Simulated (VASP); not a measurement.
# Ba2Be (P6/mmm) in VASP: a series of runs, part 2 of 2

VASP 6.6.1. The steps go on from the part before.

## 4. Single point, PBE

This run uses another cell than the first one, of 34.89 Å³/atom.

Contents of INCAR:

```
  PREC = Accurate
  ENCUT = 520
  EDIFF = 1E-6
  ISMEAR = 0
  SIGMA = 0.1
  LREAL = False
  LASPH = True
  NELM = 60
  ALGO = Fast
  ISIF = 2
  LWAVE = False
  LCHARG = False
  GGA = PE
  NBANDS = 18
```

Contents of KPOINTS:

```
Automatic mesh
0
Gamma
  6 6 4
```

Contents of POSCAR:

```
Ba2Be
1.0
    5.7987364898     -0.0000000039      0.0000000000
   -2.8993682415      5.0218531120      0.0000000000
    0.0000000000      0.0000000000      3.5940363721
Ba Be
2 1
Direct
    0.3333333333      0.6666666667      0.5000000000
    0.6666666667      0.3333333333      0.5000000000
    0.0000000000      0.0000000000      0.0000000000
```

Potentials or basis: VASP PAW PBE potentials, release 64 (Ba_sv, Be).

On the command line:

```bash
cat potpaw_PBE.64/Ba_sv/POTCAR potpaw_PBE.64/Be/POTCAR > POTCAR
mpirun -np 1 vasp_std > vasp.out
```

OUTCAR:

```text
PREC = Accurate
   ENCUT = 520
   EDIFF = 1E-6
   ISMEAR = 0
   LREAL = False
   LASPH = True
   NELM = 60
   ISIF = 2
   GGA = PE

 ion  position               nearest neighbor table
   1  0.333  0.667  0.500-   2 3.35   2 3.35   2 3.35
   2  0.667  0.333  0.500-   1 3.35   1 3.35   1 3.35
   3  0.000  0.000  0.000-

  LATTYP: Found a hexagonal cell.
 ALAT       =     5.7987364898
 C/A-ratio  =     0.6197964640

  Lattice vectors:

 A1 = (   5.7987364898,  -0.0000000039,   0.0000000000)
 A2 = (  -2.8993682415,   5.0218531120,   0.0000000000)
 A3 = (   0.0000000000,   0.0000000000,   3.5940363721)

Analysis of symmetry for initial positions (statically):
=====================================================================
 Subroutine PRICEL returns:
 Original cell was already a primitive cell.

 Routine SETGRP: Setting up the symmetry group for a
 hexagonal supercell.

 Subroutine GETGRP returns: Found 24 space group operations
 (whereof 24 operations were pure point group operations)
 out of a pool of 24 trial point group operations.

The static configuration has the point symmetry D_6h.

Analysis of symmetry for dynamics (positions and initial velocities):
=====================================================================
 Subroutine PRICEL returns:
 Original cell was already a primitive cell.

 Routine SETGRP: Setting up the symmetry group for a
 hexagonal supercell.

 Subroutine GETGRP returns: Found 24 space group operations
 (whereof 24 operations were pure point group operations)
 out of a pool of 24 trial point group operations.

The dynamic configuration has the point symmetry D_6h.

 Subroutine INISYM returns: Found 24 space group operations
 (whereof 24 operations are pure point group operations),
 and found     1 'primitive' translations

[... 111 lines left out ...]
     AMIX     =   0.40;   BMIX     =  1.00
     AMIX_MAG =   1.60;   BMIX_MAG =  1.00
  volume/ion in A,a.u.               =      34.89       235.43
  Fermi-wavevector in a.u.,A,eV,Ry     =   0.973395  1.839450 12.891490  0.947498
  Thomas-Fermi vector in A             =   2.103771
   LORBIT       =      0    0 simple, 1 ext, 2 COOP (PROOUT), +10 PAW based schemes
   GGA     = PE    functional components
   LHFCALC =     F    Hartree Fock is set to
   AEXX    =    0.0000 exact exchange contribution
   IVDW    =     0    specifies the selected vdW correction
   LEPSILON=     F    determine dielectric tensor
   LRPA    =     F    only Hartree local field effects (RPA)
 non-spin polarized calculation
 RMM-DIIS sequential band-by-band and
 Gauss-broadening in eV      SIGMA  =   0.10
  energy-cutoff  :      520.00
  volume of cell :      104.66
 maximum number of plane-waves:      2844
 NGX is ok and might be reduce to    48
   NGX = 21   NGY = 21   NGZ = 13

 number of electron      21.9999998 magnetization

 Free energy of the ion-electron system (eV)
  ---------------------------------------------------
  ext. energy  EPLUGINS =         0.00000000
  ---------------------------------------------------
  free energy    TOTEN  =        -5.19950087 eV

  energy without entropy =       -5.17056981  energy(sigma->0) =       -5.18503534

 E-fermi :   2.5803     XC(G=0):  -8.6135

 val. band max:        2.5706858279   @ k =   0.1667  -0.0000   0.0000
 cond. band min:       2.6251337886   @ k =   0.1667  -0.0000   0.2500
 fundamental gap:      0.0544479607
 Fermi energy:         2.5802930091

 k-point     1 :       0.0000    0.0000    0.0000
  band No.  band energies     occupation
      1     -26.2700      2.00000
      2     -25.7721      2.00000
      3     -12.1194      2.00000
      4     -12.1194      2.00000
      5     -10.6580      2.00000
      6     -10.5982      2.00000
[... 418 lines left out ...]
      5     -11.8793      2.00000
      6     -11.1687      2.00000
[... 10 lines left out ...]
     17       6.7806      0.00000
     18       6.7958      0.00000

------------------------ aborting loop because EDIFF is reached ----------------------------------------

  FORCE on cell =-STRESS in cart. coord.  units (eV):
  Direction    XX          YY          ZZ          XY          YZ          ZX
  --------------------------------------------------------------------------------------
  -------------------------------------------------------------------------------------
  Total        0.6520801      0.6520801      0.5266791      0.0000000      0.0000000      0.0000000
  in kB        9.9823239      9.9823239      8.0626315      0.0000000      0.0000000      0.0000000
  external PRESSURE =       9.3424264 kB  Pullay stress =       0.0000000 kB

 VOLUME and BASIS-vectors are now :
 -----------------------------------------------------------------------------
  energy-cutoff  :      520.00
  volume of cell :      104.66
      direct lattice vectors                 reciprocal lattice vectors
     5.798736490 -0.000000004  0.000000000     0.172451361  0.099564840  0.000000000
    -2.899368241  5.021853112  0.000000000     0.000000000  0.199129679  0.000000000
     0.000000000  0.000000000  3.594036372     0.000000000  0.000000000  0.278238698

 POSITION                                       TOTAL-FORCE (eV/Angst)
 -----------------------------------------------------------------------------------
      0.00000      3.34790      1.79702        -0.000000      0.000000     -0.000000
      2.89937      1.67395      1.79702         0.000000     -0.000000      0.000000
      0.00000      0.00000      0.00000         0.000000      0.000000      0.000000
 -----------------------------------------------------------------------------------
    total drift:                               -0.000000      0.000000     -0.000000

  FREE ENERGIE OF THE ION-ELECTRON SYSTEM (eV)
  ---------------------------------------------------
  free  energy   TOTEN  =        -5.1995008666 eV

  energy  without entropy=       -5.1705698107  energy(sigma->0) =       -5.18503534
```

OSZICAR:

```text
N       E                     dE             d eps       ncg     rms          rms(c)
DAV:   1     0.145842449851E+03    0.14584E+03   -0.96006E+03   756   0.103E+03
DAV:   2     0.395331703583E+01   -0.14189E+03   -0.13804E+03  1144   0.202E+02
DAV:   3    -0.512709764606E+01   -0.90804E+01   -0.89469E+01  1056   0.536E+01
DAV:   4    -0.527687865962E+01   -0.14978E+00   -0.14915E+00  1110   0.580E+00
DAV:   5    -0.527817420705E+01   -0.12955E-02   -0.12943E-02  1040   0.577E-01    0.508E+00
RMM:   6    -0.522224346319E+01    0.55931E-01   -0.45992E-02   847   0.144E+00    0.295E+00
RMM:   7    -0.519784435040E+01    0.24399E-01   -0.10056E-01   910   0.225E+00    0.139E-01
RMM:   8    -0.519919366070E+01   -0.13493E-02   -0.11069E-02  1081   0.630E-01    0.636E-02
RMM:   9    -0.519943284946E+01   -0.23919E-03   -0.18445E-03  1131   0.213E-01    0.284E-02
RMM:  10    -0.519949132930E+01   -0.58480E-04   -0.30013E-04  1173   0.796E-02    0.149E-02
RMM:  11    -0.519949937789E+01   -0.80486E-05   -0.11565E-04  1194   0.394E-02    0.135E-02
RMM:  12    -0.519950075033E+01   -0.13724E-05   -0.26043E-05  1087   0.191E-02    0.105E-02
RMM:  13    -0.519950086656E+01   -0.11623E-06   -0.90570E-06   964   0.165E-02
   1 F= -.51995009E+01 E0= -.51850353E+01  d E =-.289311E-01
```

stdout:

```text
POSCAR found type information on POSCAR BaBe
 POSCAR found :  2 types and       3 ions
 scaLAPACK will be used
 LDA part: xc-table for (Slater+PW92), standard interpolation
 POSCAR, INCAR and KPOINTS ok, starting setup
 FFT: planning ... GRIDC
 FFT: planning ... GRID_SOFT
 FFT: planning ... GRID
 WAVECAR not read
 entering main loop
WARNING in EDDRMM: call to ZHEGV failed, returncode =   8  4     13
```

It took 81 s on 1 thread of Oxide Virtual Turin-like, shared host; peak memory 0.22 GiB.

Results:

| Item | Value |
| --- | --- |
| Free energy | -5.1995 eV |
| Pressure | 0.9 GPa |
| Band gap on the k mesh | zero (bands 11 and 12 overlap by 0.74 eV) |

Stress tensor (GPa, compression positive):
```
1.00 0.00 0.00
0.00 1.00 0.00
0.00 0.00 0.81
```

Caveat: the k points lie up to 0.44 Å⁻¹ apart, too coarse for converged energies and pressures of a metal; spin-orbit coupling is left out, which moves the levels of the heavy elements.

## 5. Overview

```tsv
cell	k mesh	gap on the mesh (eV)	pressure (GPa)
a = 5.812, b = 5.812, c = 3.559 Å, angles 90.0, 90.0, 120.0°, 3 atoms	3 × 3 × 6	none	0.6
a = 4.307, b = 4.307, c = 4.830 Å, angles 90.0, 90.0, 120.0°, 3 atoms	6 × 6 × 4	none	48.8
a = 5.799, b = 5.799, c = 3.594 Å, angles 90.0, 90.0, 120.0°, 3 atoms	6 × 6 × 4	none	0.9
```

Alike in all rows: task single point; level PBE; potentials or basis VASP PAW PBE potentials, release 64 (Ba_sv, Be); no spin polarisation; cutoff (eV) 520; smearing gaussian 0.1 eV.

Caveats: some runs use coarse meshes; spin-orbit coupling is left out, which moves the levels of the heavy elements; the stress differs along the axes, from -8 to 77 GPa (at least some runs).

Total energies depend on the potentials used, so only differences within one code and one set of settings carry meaning.

The gap in the log of VASP goes by the Fermi energy; the results here count the filled bands.